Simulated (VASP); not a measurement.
Write the native input for VASP 6.6.1 that does the following.

```yaml
Task: single point
Functional: PBE
Dispersion: D4
Potentials_or_basis: VASP PAW PBE potentials, release 64 (Zr_sv)
Cutoff: 520 eV
k_mesh: 8 × 8 × 5
Occupations: fermi-dirac, width 0.05 eV
Spin: no spin polarisation
Dipole_correction: no
Further_INCAR_settings: ALGO = Normal; EDIFF = 1e-06; NBANDS = 19
```

The structure of Zr lies in POSCAR:

```
Zr
1.0
    3.0971737956      0.0000000000      0.0000000000
   -1.5485868978      2.6822310863      0.0000000000
    0.0000000000      0.0000000000      4.9322876009
Zr
2
Direct
    0.3333333333      0.6666666667      0.2500000000
    0.6666666667      0.3333333333      0.7500000000
```

One way to write it, as run:

INCAR

```
PREC = Accurate
ENCUT = 520
EDIFF = 1E-6
ISMEAR = -1
SIGMA = 0.05
LREAL = False
LASPH = True
NELM = 60
ALGO = Normal
ISIF = 2
LWAVE = False
LCHARG = True
GGA = PE
IVDW = 13
LELF = True
LVHAR = True
NBANDS = 19
```

KPOINTS

```
Automatic mesh
0
Gamma
  8 8 5
```

Potentials or basis: VASP PAW PBE potentials, release 64 (Zr_sv).

Command:

```sh
$ cat potpaw_PBE.64/Zr_sv/POTCAR > POTCAR
$ mpirun -np 1 vasp_std > vasp.out
```

Results of the run:

- Pressure: 13.8 GPa
- Band gap on the k mesh: zero (band 12 reaches 11.36 eV, above the bottom of band 13 at 10.16 eV)
- Dispersion energy per atom: -0.232 eV

Caveat: pairwise dispersion overbinds metals, which lowers pressure and volume.

It took 22 s on 1 thread of Intel(R) Xeon(R) Platinum 8259CL CPU @ 2.50GHz (Skylake/Cascade Lake), on a shared host, peak memory 0.16 GiB.
